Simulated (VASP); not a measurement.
Wanted: the native input for a VASP 6.6.1 run.

```yaml
Task: single point
Functional: r2SCAN
Potentials_or_basis: VASP PAW PBE potentials, release 64 (Si)
Cutoff: 520 eV
k_mesh: 1 × 1 × 1, shifted
Occupations: fermi-dirac, width 0.05 eV
Spin: no spin polarisation
Dipole_correction: no
Further_INCAR_settings: LREAL = Auto; ALGO = Normal; EDIFF = 1e-06; NBANDS = 168; ISYM = 0
```

System: Si (a cell with a defect).

```
CELL_PARAMETERS angstrom
10.86558 0.00000 0.00000
0.00000 10.86558 0.00000
0.00000 0.00000 10.86558
ATOMIC_POSITIONS crystal
Si 0.00038 0.99982 0.00248
Si 0.00053 0.00005 0.49983
Si 0.00033 0.50025 0.99876
Si 0.00024 0.49967 0.50106
Si 0.50073 0.99987 0.99882
Si 0.50006 0.99975 0.50111
Si 0.50109 0.50063 0.99981
Si 0.41787 0.41735 0.42448
Si 0.12563 0.12513 0.12768
Si 0.12078 0.12041 0.63080
Si 0.12384 0.62568 0.12596
Si 0.12363 0.62434 0.62858
Si 0.62614 0.12346 0.12598
Si 0.62475 0.12316 0.62857
Si 0.62572 0.62529 0.12646
Si 0.62817 0.62771 0.62661
Si 0.24987 0.24946 0.00092
Si 0.24457 0.24409 0.50933
Si 0.25147 0.75020 0.00424
Si 0.24647 0.75164 0.50499
Si 0.75065 0.25105 0.00419
Si 0.75209 0.24601 0.50501
Si 0.74972 0.74919 0.00014
Si 0.75652 0.75607 0.50817
Si 0.37626 0.37585 0.12438
Si 0.37080 0.37025 0.63181
Si 0.37708 0.87872 0.12705
Si 0.37537 0.87554 0.62693
Si 0.87926 0.37656 0.12702
Si 0.87610 0.37489 0.62686
Si 0.87481 0.87442 0.12619
Si 0.87998 0.87957 0.62960
Si 0.25074 0.00067 0.25203
Si 0.24950 0.99821 0.75310
Si 0.24852 0.49598 0.25073
Si 0.24997 0.50029 0.75245
Si 0.75038 0.99984 0.25053
Si 0.75092 0.00054 0.75364
Si 0.75356 0.50406 0.25160
Si 0.74916 0.49815 0.75006
Si 0.37321 0.12555 0.38041
Si 0.37531 0.12507 0.87596
Si 0.36601 0.63483 0.36909
Si 0.37491 0.62588 0.87716
Si 0.87572 0.12470 0.37611
Si 0.87452 0.12605 0.87957
Si 0.87695 0.62832 0.37959
Si 0.87405 0.62494 0.87491
Si 0.00120 0.25026 0.25204
Si 0.99860 0.24904 0.75320
Si 0.00021 0.74994 0.25050
Si 0.00099 0.75051 0.75361
Si 0.49638 0.24814 0.25078
Si 0.50072 0.24942 0.75254
Si 0.50458 0.75307 0.25173
Si 0.49867 0.74867 0.75014
Si 0.12604 0.37275 0.38042
Si 0.12557 0.37491 0.87588
Si 0.12512 0.87522 0.37608
Si 0.12661 0.87406 0.87948
Si 0.63536 0.36557 0.36907
Si 0.62631 0.37447 0.87711
Si 0.62880 0.87657 0.37963
Si 0.62544 0.87357 0.87501
Si 0.57746 0.57700 0.42223
```

The input as run:

POSCAR

```
Si
1.0
   10.8655790000      0.0000000000      0.0000000000
    0.0000000000     10.8655790000      0.0000000000
    0.0000000000      0.0000000000     10.8655790000
Si
65
Direct
    0.0003810000      0.9998240000      0.0024840000
    0.0005260000      0.0000530000      0.4998270000
    0.0003280000      0.5002510000      0.9987570000
    0.0002450000      0.4996700000      0.5010620000
    0.5007300000      0.9998690000      0.9988150000
    0.5000550000      0.9997530000      0.5011050000
    0.5010930000      0.5006300000      0.9998050000
    0.4178670000      0.4173540000      0.4244800000
    0.1256350000      0.1251280000      0.1276770000
    0.1207840000      0.1204110000      0.6308050000
    0.1238390000      0.6256780000      0.1259630000
    0.1236260000      0.6243410000      0.6285800000
    0.6261370000      0.1234580000      0.1259760000
    0.6247540000      0.1231560000      0.6285650000
    0.6257200000      0.6252880000      0.1264600000
    0.6281680000      0.6277060000      0.6266110000
    0.2498730000      0.2494610000      0.0009160000
    0.2445680000      0.2440930000      0.5093290000
    0.2514740000      0.7501980000      0.0042390000
    0.2464730000      0.7516420000      0.5049910000
    0.7506460000      0.2510520000      0.0041890000
    0.7520940000      0.2460100000      0.5050120000
    0.7497200000      0.7491900000      0.0001390000
    0.7565220000      0.7560670000      0.5081670000
    0.3762610000      0.3758480000      0.1243770000
    0.3708000000      0.3702530000      0.6318060000
    0.3770760000      0.8787250000      0.1270530000
    0.3753690000      0.8755420000      0.6269300000
    0.8792590000      0.3765560000      0.1270170000
    0.8761010000      0.3748900000      0.6268580000
    0.8748070000      0.8744160000      0.1261940000
    0.8799830000      0.8795680000      0.6296040000
    0.2507440000      0.0006690000      0.2520330000
    0.2495040000      0.9982080000      0.7530970000
    0.2485240000      0.4959760000      0.2507290000
    0.2499730000      0.5002900000      0.7524520000
    0.7503820000      0.9998380000      0.2505330000
    0.7509220000      0.0005400000      0.7536410000
    0.7535580000      0.5040610000      0.2516010000
    0.7491590000      0.4981490000      0.7500560000
    0.3732060000      0.1255480000      0.3804110000
    0.3753080000      0.1250660000      0.8759610000
    0.3660050000      0.6348280000      0.3690890000
    0.3749060000      0.6258760000      0.8771560000
    0.8757170000      0.1246960000      0.3761120000
    0.8745170000      0.1260480000      0.8795690000
    0.8769540000      0.6283170000      0.3795860000
    0.8740490000      0.6249380000      0.8749130000
    0.0012040000      0.2502590000      0.2520430000
    0.9985960000      0.2490410000      0.7532000000
    0.0002110000      0.7499390000      0.2505010000
    0.0009880000      0.7505140000      0.7536100000
    0.4963750000      0.2481440000      0.2507750000
    0.5007200000      0.2494190000      0.7525380000
    0.5045800000      0.7530730000      0.2517290000
    0.4986730000      0.7486650000      0.7501420000
    0.1260410000      0.3727530000      0.3804220000
    0.1255730000      0.3749120000      0.8758790000
    0.1251180000      0.8752230000      0.3760760000
    0.1266090000      0.8740590000      0.8794760000
    0.6353620000      0.3655700000      0.3690660000
    0.6263120000      0.3744720000      0.8771100000
    0.6288010000      0.8765660000      0.3796330000
    0.6254400000      0.8735710000      0.8750070000
    0.5774640000      0.5769970000      0.4222300000
```

INCAR.step1

```
SYSTEM = Si
ALGO = Normal
EDIFF = 1E-4
ENCUT = 520
GGA = PE
ISMEAR = -1
ISYM = 0
LASPH = .True.
LCHARG = .False.
LREAL = Auto
LWAVE = .True.
NBANDS = 168
NELM = 60
PREC = Accurate
SIGMA = 0.05
```

INCAR.step2

```
SYSTEM = Si
ALGO = Normal
EDIFF = 1E-6
ENCUT = 520
ISIF = 2
ISMEAR = -1
ISTART = 1
ISYM = 0
LASPH = .True.
LCHARG = .False.
LMIXTAU = .True.
LREAL = Auto
LWAVE = .False.
METAGGA = R2SCAN
NBANDS = 168
NELM = 60
PREC = Accurate
SIGMA = 0.05
```

KPOINTS

```
Automatic mesh
0
Gamma
  1 1 1
  0.25 0.25 0.25
```

Potentials or basis: VASP PAW PBE potentials, release 64 (Si).

Command:

```bash
$ cat potpaw_PBE.64/Si/POTCAR > POTCAR
$ cp INCAR.step1 INCAR
$ mpirun -np 1 vasp_std > vasp.out
$ cp INCAR.step2 INCAR
$ mpirun -np 1 vasp_std > vasp.out
```

Results of the run:

The pressure is 1.1 GPa and the largest force is 0.520 eV/Å. The band gap on the k mesh is 0.80 eV.

Caveat: semilocal functionals underestimate gaps, and a narrow one can read as zero; the PAW data sets were made with another functional, which shifts forces and pressure a little.

Wall time 90 min on 1 thread of Oxide Virtual Turin-like Processor, on a shared host, peak memory 1.5 GiB.
